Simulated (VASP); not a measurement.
Here is a VASP 6.6.1 calculation.

INCAR

```
PREC = Accurate ; ENCUT = 520
EDIFF = 1E-6 ; ISMEAR = 0
SIGMA = 0.1 ; LREAL = Auto
LASPH = T ; NELM = 100
ALGO = Normal ; ISIF = 2
LWAVE = F ; LCHARG = F
LDIPOL = T ; IDIPOL = 3
DIPOL = 0.5 0.5 0.321 ; GGA = PE
NBANDS = 58
```

KPOINTS

```
Automatic mesh
0
Gamma
  4 3 1
```

POSCAR

```
C
1.0
    8.5436715397      0.0000000000      0.0000000000
   -2.1359178849      8.6110540261      0.0000000000
    0.0000000000      0.0000000000     20.2788007832
C
21
Direct
    0.0782061927      0.9794914374      0.1972503228
    0.5782061927      0.9794914374      0.1972503228
    0.4115395260      0.9794914374      0.1972503228
    0.9115395260      0.9794914374      0.1972503228
    0.3230790521      0.9589828749      0.2574344515
    0.8230790521      0.9589828749      0.2574344515
    0.1564123854      0.9589828749      0.2574344515
    0.6564123854      0.9589828749      0.2574344515
    0.0669021140      0.9383828210      0.3175270363
    0.5669021140      0.9383828210      0.3175270363
    0.4022889475      0.9383826198      0.3175270428
    0.9022889475      0.9383826198      0.3175270428
    0.3111130272      0.9176686575      0.3778997954
    0.8111130272      0.9176686575      0.3778997954
    0.1477209690      0.9176686633      0.3778997232
    0.6477209690      0.9176686633      0.3778997232
    0.0473696781      0.8987954720      0.4329048592
    0.5473696781      0.8987954720      0.4329048592
    0.4020261490      0.8987947670      0.4329053220
    0.9020261490      0.8987947670      0.4329053220
    0.1723696781      1.6487954720      0.4181852618
```

Potentials or basis: VASP PAW PBE potentials, release 64 (C).

Run with:

```sh
$ cat potpaw_PBE.64/C/POTCAR > POTCAR
$ mpirun -np 1 vasp_std > vasp.out
```

Q: What does it give for the largest force?

A: 6.772 eV/Å.

Forces in eV/Å, atoms in the order of the input:
```
C   -6.611 -0.193  1.094
C   -6.683 -0.155  1.071
C    6.602 -0.185  1.105
C    6.684 -0.149  1.083
C   -0.178  0.205 -1.083
C   -0.304  0.175 -1.060
C    0.190  0.208 -1.060
C    0.296  0.177 -1.056
C   -0.007  0.089 -0.276
C   -0.121 -0.054 -0.250
C    0.038  0.105 -0.309
C    0.085 -0.053 -0.197
C    0.164 -0.394 -0.515
C   -0.036  0.100  0.167
C   -0.232 -0.370 -0.383
C    0.017  0.084  0.221
C    0.899 -0.582  0.544
C    1.202 -0.093  0.100
C   -1.200 -0.889  0.654
C   -0.906 -0.113  0.146
C    0.103  2.088  0.006
```
